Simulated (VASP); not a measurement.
Set up this calculation in VASP 6.6.1, as the native input.

| Property | Result |
| --- | --- |
| Task | single point |
| Functional | PBE |
| Potentials or basis | VASP PAW PBE potentials, release 64 (Dy_3, H), 4f in core |
| Cutoff | 500 eV |
| k mesh | 3 × 3 × 5 |
| Occupations | gaussian, width 0.2 eV |
| Spin | no spin polarisation |
| Dipole correction | no |
| Further INCAR settings | ALGO = Normal; EDIFF = 1e-06; NBANDS = 28 |

The structure of Dy2H lies in POSCAR:

```
Dy2H
1.0
    6.4567053472      0.0000000000      0.0000000000
    0.0000000000      6.4567053472      0.0000000000
    0.0000000000      0.0000000000      3.4371817115
Dy H
4 2
Direct
    0.2497941061      0.7497941061      0.8788166841
    0.7502058939      0.2502058939      0.8788166841
    0.2502058939      0.2497941061      0.8788166841
    0.7497941061      0.7502058939      0.8788166841
    0.5000000000      0.0000000000      0.8817084619
    0.0000000000      0.5000000000      0.8817084619
```

The cell was generated, and may not be a known phase.

One way to write it, as run:

INCAR

```
SYSTEM = Dy2H
ALGO = Normal
EDIFF = 1E-6
ENCUT = 500
GGA = PE
GGA_COMPAT = .FALSE.
ISIF = 2
ISMEAR = 0
LASPH = .TRUE.
LCHARG = .FALSE.
LMAXMIX = 6
LREAL = .FALSE.
LWAVE = .FALSE.
NBANDS = 28
NELM = 200
PREC = Accurate
SIGMA = 0.2
```

KPOINTS

```
k-points
0
G
  3 3 5
  0 0 0
```

Potentials or basis: VASP PAW PBE potentials, release 64 (Dy_3, H), 4f in core.

Command:

```sh
$ cat potpaw_PBE.64/Dy_3/POTCAR potpaw_PBE.64/H/POTCAR > POTCAR
$ mpirun -np 1 vasp_std > vasp.out
```

It gave:

| Item | Value |
| --- | --- |
| Pressure | 0.1 GPa |
| Largest force | 0.008 eV/Å |
| Band gap on the k mesh | zero (bands 19 and 20 overlap by 0.77 eV) |

Caveat: the k points lie up to 0.37 Å⁻¹ apart, too coarse for converged energies and pressures of a metal; spin-orbit coupling is left out, which moves the levels of the heavy elements; the 4f electrons are frozen in the core, so they carry no moment and show no levels.

Run time: 41 s on 1 thread of Intel Xeon 8259CL (shared host), peak memory 0.25 GiB.
